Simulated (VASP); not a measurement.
# Ge7Au (P-43m) in VASP: further runs

The runs below take Ge7Au through single point, with PBE.

Program: VASP 6.6.1. These are calculated values, not measurements. Logs are shortened: lines on timing, memory, paths and dates and some standing lists are left out, and cuts for length are marked.

**1. The cell of the first run**

The structure is cubic, space group P-43m (No. 215). The conventional cell has a = 5.619 Å, b = 5.619 Å, c = 5.619 Å, α = 90.00°, β = 90.00°, γ = 90.00°. Within 3.2 Å of Ge (site symmetry 3m) lie 3 Ge at 2.43 Å and 1 Au at 2.45 Å. Within 3.2 Å of Ge (site symmetry -42m) lie 4 Ge at 2.43 Å. Au (site symmetry -43m) has 4 Ge at 2.45 Å within 3.2 Å.

**2. Single point, PBE (22.17 Å³/atom)**

File INCAR:

```
PREC = Accurate
ENCUT = 520
EDIFF = 1E-6
ISMEAR = 0
SIGMA = 0.1
LREAL = F
LASPH = T
NELM = 60
ALGO = Normal
ISIF = 2
LWAVE = F
LCHARG = F
GGA = PE
NBANDS = 64
```

File KPOINTS:

```
regular mesh
0
Gamma
  8 8 8
```

File POSCAR:

```
Ge7Au
1.0
    5.6185162530      0.0000000000      0.0000000000
    0.0000000000      5.6185162530      0.0000000000
    0.0000000000      0.0000000000      5.6185162530
Ge Au
7 1
Direct
    0.2518620671      0.2518620671      0.2518620671
    0.0000000000      0.5000000000      0.5000000000
    0.5000000000      0.5000000000      0.0000000000
    0.5000000000      0.0000000000      0.5000000000
    0.7481379329      0.2518620671      0.7481379329
    0.7481379329      0.7481379329      0.2518620671
    0.2518620671      0.7481379329      0.7481379329
    0.0000000000      0.0000000000      0.0000000000
```

Potentials or basis: VASP PAW PBE potentials, release 64 (Ge_d, Au).

On the command line:

```console
> cat potpaw_PBE.64/Ge_d/POTCAR potpaw_PBE.64/Au/POTCAR > POTCAR
> mpirun -np 1 vasp_std > vasp.out
```

OUTCAR:

```text
PREC = Accurate
   ENCUT = 520
   EDIFF = 1E-6
   ISMEAR = 0
   LREAL = F
   LASPH = T
   NELM = 60
   ISIF = 2
   GGA = PE

 ion  position               nearest neighbor table
   1  0.252  0.252  0.252-   2 2.43   3 2.43   4 2.43   8 2.45
   2  0.000  0.500  0.500-   1 2.43   5 2.43   6 2.43   7 2.43
   3  0.500  0.500  0.000-   1 2.43   5 2.43   6 2.43   7 2.43
   4  0.500  0.000  0.500-   1 2.43   5 2.43   6 2.43   7 2.43
   5  0.748  0.252  0.748-   2 2.43   3 2.43   4 2.43   8 2.45
   6  0.748  0.748  0.252-   2 2.43   3 2.43   4 2.43   8 2.45
   7  0.252  0.748  0.748-   2 2.43   3 2.43   4 2.43   8 2.45
   8  0.000  0.000  0.000-   1 2.45   5 2.45   6 2.45   7 2.45

  LATTYP: Found a simple cubic cell.
 ALAT       =     5.6185162530

  Lattice vectors:

 A1 = (   5.6185162530,   0.0000000000,   0.0000000000)
 A2 = (   0.0000000000,   5.6185162530,   0.0000000000)
 A3 = (   0.0000000000,   0.0000000000,   5.6185162530)

Analysis of symmetry for initial positions (statically):
=====================================================================
 Subroutine PRICEL returns:
 Original cell was already a primitive cell.

 Routine SETGRP: Setting up the symmetry group for a
 simple cubic supercell.

 Subroutine GETGRP returns: Found 24 space group operations
 (whereof 24 operations were pure point group operations)
 out of a pool of 48 trial point group operations.

The static configuration has the point symmetry T_d .

Analysis of symmetry for dynamics (positions and initial velocities):
=====================================================================
 Subroutine PRICEL returns:
 Original cell was already a primitive cell.

 Routine SETGRP: Setting up the symmetry group for a
 simple cubic supercell.

 Subroutine GETGRP returns: Found 24 space group operations
 (whereof 24 operations were pure point group operations)
 out of a pool of 48 trial point group operations.

The dynamic configuration has the point symmetry T_d .

 Subroutine INISYM returns: Found 24 space group operations
 (whereof 24 operations are pure point group operations),
 and found     1 'primitive' translations

----------------------------------------------------------------------------------------

                                     Primitive cell

  volume of cell :     177.3638

  direct lattice vectors                    reciprocal lattice vectors
     5.618516253  0.000000000  0.000000000     0.177982933  0.000000000  0.000000000
     0.000000000  5.618516253  0.000000000     0.000000000  0.177982933  0.000000000
     0.000000000  0.000000000  5.618516253     0.000000000  0.000000000  0.177982933

  length of vectors
     5.618516253  5.618516253  5.618516253     0.177982933  0.177982933  0.177982933

  position of ions in fractional coordinates (direct lattice)
     0.251862067  0.251862067  0.251862067
     0.000000000  0.500000000  0.500000000
     0.500000000  0.500000000  0.000000000
     0.500000000  0.000000000  0.500000000
     0.748137933  0.251862067  0.748137933
     0.748137933  0.748137933  0.251862067
     0.251862067  0.748137933  0.748137933
     0.000000000  0.000000000  0.000000000

  ion indices of the primitive-cell ions
   primitive index   ion index
                 1           1
                 2           2
                 3           3
                 4           4
                 5           5
                 6           6
                 7           7
                 8           8

----------------------------------------------------------------------------------------

 KPOINTS: regular mesh

Automatic generation of k-mesh.
 Grid dimensions read from file:
 generate k-points for:    8    8    8

 Generating k-lattice:

  Cartesian coordinates                     Fractional coordinates (reciprocal lattice)
     0.022247867  0.000000000  0.000000000     0.125000000  0.000000000  0.000000000
     0.000000000  0.022247867  0.000000000     0.000000000  0.125000000  0.000000000
     0.000000000  0.000000000  0.022247867     0.000000000  0.000000000  0.125000000

  Length of vectors
     0.022247867  0.022247867  0.022247867

  Shift w.r.t. Gamma in fractional coordinates (k-lattice)
     0.000000000  0.000000000  0.000000000

 Subroutine IBZKPT returns following result:
 ===========================================

 Found     35 irreducible k-points:

 Following reciprocal coordinates:
            Coordinates               Weight
  0.000000  0.000000  0.000000      1.000000
  0.125000  0.000000  0.000000      6.000000
  0.250000  0.000000  0.000000      6.000000
  0.375000  0.000000  0.000000      6.000000
  0.500000  0.000000  0.000000      3.000000
  0.125000  0.125000  0.000000     12.000000
[... 16 lines left out ...]
  0.375000  0.375000  0.125000     24.000000
  0.500000  0.375000  0.125000     24.000000
 [... further k-points ...]
   k-points           NKPTS =     35   k-points in BZ     NKDIM =     35   number of bands    NBANDS=     64
   number of dos      NEDOS =    301   number of ions     NIONS =      8
   total plane-waves  NPLWV =  74088
   dimension x,y,z NGX =    42 NGY =   42 NGZ =   42
   dimension x,y,z NGXF=    84 NGYF=   84 NGZF=   84
   ions per type =               7   1
   NGX,Y,Z   is equivalent  to a cutoff of  12.43, 12.43, 12.43 a.u.
   NGXF,Y,Z  is equivalent  to a cutoff of  24.85, 24.85, 24.85 a.u.
 SYSTEM =  unknown system
   PREC   = accura    normal or accurate (medium, high low for compatibility)
   ISTART =      0    job   : 0-new  1-cont  2-samecut
   ICHARG =      2    charge: 1-file 2-atom 10-const
   ISPIN  =      1    spin polarized calculation?
   LNONCOLLINEAR =      F non collinear calculations
   LSORBIT =      F    spin-orbit coupling
   LASPH  =      T    aspherical Exc in radial PAW
   ENCUT  =  520.0 eV  38.22 Ry    6.18 a.u.  10.45 10.45 10.45*2*pi/ulx,y,z
   NELM   =     60;   NELMIN=  2; NELMDL= -5     # of ELM steps
   EDIFF  = 0.1E-05   stopping-criterion for ELM
   LREAL  =      F    real-space projection
   EDIFFG = 0.1E-04   stopping-criterion for IOM
   NSW    =      0    number of steps for IOM
   IBRION =     -1    ionic relax: 0-MD 1-quasi-New 2-CG
   NFREE  =      0    steps in history (QN), initial steepest desc. (CG)
   ISIF   =      2    stress and relaxation
   ISYM   =      2    0-nonsym 1-usesym 2-fastsym
   POTIM  = 0.5000    time-step for ionic-motion
   TEBEG  =    0.0;   TEEND  =   0.0 temperature during run
   PSTRESS=    0.0 pullay stress
   NELECT =     109.0000    total number of electrons
   NUPDOWN=      -1.0000    fix difference up-down
   EMIN   =  10.00;   EMAX   =-10.00  energy-range for DOS
   EFERMI =   0.00;   METHOD = LEGACY
   ISMEAR =     0;   SIGMA  =   0.10  broadening in eV -4-tet -1-fermi 0-gaus
   EFERMI_NEDOS =   21; number of points for ismear=-14 and -15
   IALGO  =     38    algorithm
   IMIX   =      4    mixing-type and parameters
     AMIX     =   0.40;   BMIX     =  1.00
     AMIX_MAG =   1.60;   BMIX_MAG =  1.00
  volume/ion in A,a.u.               =      22.17       149.61
  Fermi-wavevector in a.u.,A,eV,Ry     =   1.391859  2.630233 26.358192  1.937272
  Thomas-Fermi vector in A             =   2.515658
   LORBIT       =      0    0 simple, 1 ext, 2 COOP (PROOUT), +10 PAW based schemes
   GGA     = PE    functional components
   LHFCALC =     F    Hartree Fock is set to
   AEXX    =    0.0000 exact exchange contribution
   IVDW    =     0    specifies the selected vdW correction
   LEPSILON=     F    determine dielectric tensor
   LRPA    =     F    only Hartree local field effects (RPA)
 non-spin polarized calculation
 Gauss-broadening in eV      SIGMA  =   0.10
  energy-cutoff  :      520.00
  volume of cell :      177.36
 maximum number of plane-waves:      4801
 NGX is ok and might be reduce to    42
   NGX = 21   NGY = 21   NGZ = 21

 number of electron     108.9999858 magnetization

 Free energy of the ion-electron system (eV)
  ---------------------------------------------------
  ext. energy  EPLUGINS =         0.00000000
  ---------------------------------------------------
  free energy    TOTEN  =       -33.90465971 eV

  energy without entropy =      -33.89696431  energy(sigma->0) =      -33.90081201

 E-fermi :   5.1988     XC(G=0): -10.1683

 val. band max:        5.1961749174   @ k =   0.3750   0.0000   0.0000
 cond. band min:       5.2422311611   @ k =   0.5000   0.3750   0.3750
 fundamental gap:      0.0460562437
 Fermi energy:         5.1987554262

 k-point     1 :       0.0000    0.0000    0.0000
  band No.  band energies     occupation
      1     -19.6109      2.00000
      2     -19.6109      2.00000
      3     -19.6109      2.00000
      4     -19.5940      2.00000
      5     -19.5940      2.00000
      6     -19.5940      2.00000
[... 56 lines left out ...]
     63       8.3692      0.00000
     64       9.0497      0.00000

 k-point     2 :       0.1250    0.0000    0.0000
  band No.  band energies     occupation
      1     -19.6125      2.00000
      2     -19.6119      2.00000
      3     -19.6119      2.00000
      4     -19.5971      2.00000
      5     -19.5945      2.00000
      6     -19.5945      2.00000
[... 56 lines left out ...]
     63       8.8672      0.00000
     64       8.9663      0.00000

 k-point     3 :       0.2500    0.0000    0.0000
  band No.  band energies     occupation
      1     -19.6161      2.00000
      2     -19.6143      2.00000
      3     -19.6143      2.00000
      4     -19.6031      2.00000
      5     -19.5953      2.00000
      6     -19.5953      2.00000
[... 1396 lines left out ...]
     63       9.9597      0.00000
     64      10.3972      0.00000

 k-point    24 :       0.5000    0.3750    0.1250
  band No.  band energies     occupation
      1     -19.6195      2.00000
      2     -19.6143      2.00000
      3     -19.6128      2.00000
      4     -19.6091      2.00000
      5     -19.6017      2.00000
      6     -19.5881      2.00000
[... 56 lines left out ...]
     63      10.0534      0.00000
     64      10.2847      0.00000

 [... further k-points ...]

------------------------ aborting loop because EDIFF is reached ----------------------------------------

  FORCE on cell =-STRESS in cart. coord.  units (eV):
  Direction    XX          YY          ZZ          XY          YZ          ZX
  --------------------------------------------------------------------------------------
  -------------------------------------------------------------------------------------
  Total        7.4412882      7.4412882      7.4412882     -0.0000000     -0.0000000     -0.0000000
  in kB       67.2192688     67.2192688     67.2192688     -0.0000000     -0.0000000     -0.0000000
  external PRESSURE =      67.2192688 kB  Pullay stress =       0.0000000 kB

 VOLUME and BASIS-vectors are now :
 -----------------------------------------------------------------------------
  energy-cutoff  :      520.00
  volume of cell :      177.36
      direct lattice vectors                 reciprocal lattice vectors
     5.618516253  0.000000000  0.000000000     0.177982933  0.000000000  0.000000000
     0.000000000  5.618516253  0.000000000     0.000000000  0.177982933  0.000000000
     0.000000000  0.000000000  5.618516253     0.000000000  0.000000000  0.177982933

 POSITION                                       TOTAL-FORCE (eV/Angst)
 -----------------------------------------------------------------------------------
      1.41509      1.41509      1.41509        -0.002475     -0.002475     -0.002475
      0.00000      2.80926      2.80926         0.000000      0.000000     -0.000000
      2.80926      2.80926      0.00000         0.000000      0.000000      0.000000
      2.80926      0.00000      2.80926         0.000000      0.000000     -0.000000
      4.20343      1.41509      4.20343         0.002475     -0.002475      0.002475
      4.20343      4.20343      1.41509         0.002475      0.002475     -0.002475
      1.41509      4.20343      4.20343        -0.002475      0.002475      0.002475
      0.00000      0.00000      0.00000         0.000000      0.000000      0.000000
 -----------------------------------------------------------------------------------
    total drift:                                0.000000      0.000000      0.000000

  FREE ENERGIE OF THE ION-ELECTRON SYSTEM (eV)
  ---------------------------------------------------
  free  energy   TOTEN  =       -33.9046597084 eV

  energy  without entropy=      -33.8969643074  energy(sigma->0) =      -33.90081201
```

It took 5.3 min on 1 thread of AMD EPYC 7R13, shared host; peak memory 0.41 GiB.

What came out:

* Free energy: -33.9047 eV
* Pressure: 6.7 GPa
* Largest force: 0.004 eV/Å
* Band gap on the k mesh: zero (an odd number of electrons rules out a gap without spin polarisation)

Forces on the atoms (eV/Å):
```
Ge  -0.002 -0.002 -0.002
Ge   0.000  0.000  0.000
Ge   0.000  0.000  0.000
Ge   0.000  0.000  0.000
Ge   0.002 -0.002  0.002
Ge   0.002  0.002 -0.002
Ge  -0.002  0.002  0.002
Au   0.000  0.000  0.000
```

Levels at points of the mesh, in eV from the Fermi level:
```tsv
k point	band 51	band 52	band 53	band 54	band 55	band 56	band 57	band 58
(0.00, 0.00, 0.00)	-2.08	-2.08	-2.08	0.49	1.36	1.36	1.36	1.76
(0.50, 0.00, 0.00)	-2.95	-2.02	-1.74	-1.74	-0.29	-0.29	1.45	2.02
(0.50, 0.50, 0.00)	-2.92	-2.19	-1.50	-1.05	0.35	0.35	2.14	2.14
(0.50, 0.50, 0.50)	-1.32	-1.21	-1.21	0.75	0.75	0.75	1.10	1.10
```

Caveat: the cell stands under pressure; spin-orbit coupling is left out, which moves the levels of the heavy elements.

**3. Single point, PBE (26.80 Å³/atom)**

This run uses another cell than the first one, of 26.80 Å³/atom.

File INCAR:

```
SYSTEM = Ge7Au
ALGO = Normal
EDIFF = 1E-7
ENCUT = 520
GGA = PE
ISIF = 2
ISMEAR = 0
LASPH = .True.
LCHARG = .False.
LREAL = .False.
LWAVE = .False.
NBANDS = 64
NELM = 80
PREC = Accurate
SIGMA = 0.1
```

File KPOINTS:

```
k-points
0
Gamma
  8 8 8
  0 0 0
```

File POSCAR:

```
Ge7Au
1.0
    5.9851091148      0.0000000000      0.0000000000
    0.0000000000      5.9851091148      0.0000000000
    0.0000000000      0.0000000000      5.9851091148
Ge Au
7 1
Direct
    0.2503892534      0.2503892534      0.2503892534
    0.0000000000      0.5000000000      0.5000000000
    0.5000000000      0.5000000000      0.0000000000
    0.5000000000      0.0000000000      0.5000000000
    0.7496107466      0.2503892534      0.7496107466
    0.7496107466      0.7496107466      0.2503892534
    0.2503892534      0.7496107466      0.7496107466
    0.0000000000      0.0000000000      0.0000000000
```

Potentials or basis: VASP PAW PBE potentials, release 64 (Ge_d, Au).

On the command line:

```console
> cat potpaw_PBE.64/Ge_d/POTCAR potpaw_PBE.64/Au/POTCAR > POTCAR
> mpirun -np 1 vasp_std > vasp.out
```

Wall time 5.2 min (1 thread of Intel Xeon Platinum 8559C (Emerald Rapids), shared host); peak memory 0.55 GiB.

It converged, with:

| Quantity | Value |
| --- | --- |
| Free energy | -33.9527 eV |
| Pressure | -4.4 GPa |
| Largest force | 0.012 eV/Å |
| Band gap on the k mesh | zero (an odd number of electrons rules out a gap without spin polarisation) |

Forces in eV/Å, atoms in the order of the input:
```
Ge   0.007  0.007  0.007
Ge   0.000  0.000  0.000
Ge   0.000  0.000  0.000
Ge   0.000  0.000  0.000
Ge  -0.007  0.007 -0.007
Ge  -0.007 -0.007  0.007
Ge   0.007 -0.007 -0.007
Au   0.000  0.000  0.000
```

Levels at points of the mesh, in eV from the Fermi level:
```csv
k point,band 51,band 52,band 53,band 54,band 55,band 56,band 57,band 58
"(0.00, 0.00, 0.00)",-1.63,-1.63,-1.63,-0.42,1.37,1.37,1.37,1.52
"(0.50, 0.00, 0.00)",-2.49,-1.90,-1.37,-1.37,-0.15,-0.15,1.49,1.94
"(0.50, 0.50, 0.00)",-2.44,-1.76,-1.15,-0.87,0.30,0.30,1.81,1.81
"(0.50, 0.50, 0.50)",-1.06,-0.94,-0.94,0.21,0.21,0.21,0.90,0.90
```

Caveat: the cell stands under tension; spin-orbit coupling is left out, which moves the levels of the heavy elements.

The gap in the log of VASP goes by the Fermi energy; the results here count the filled bands.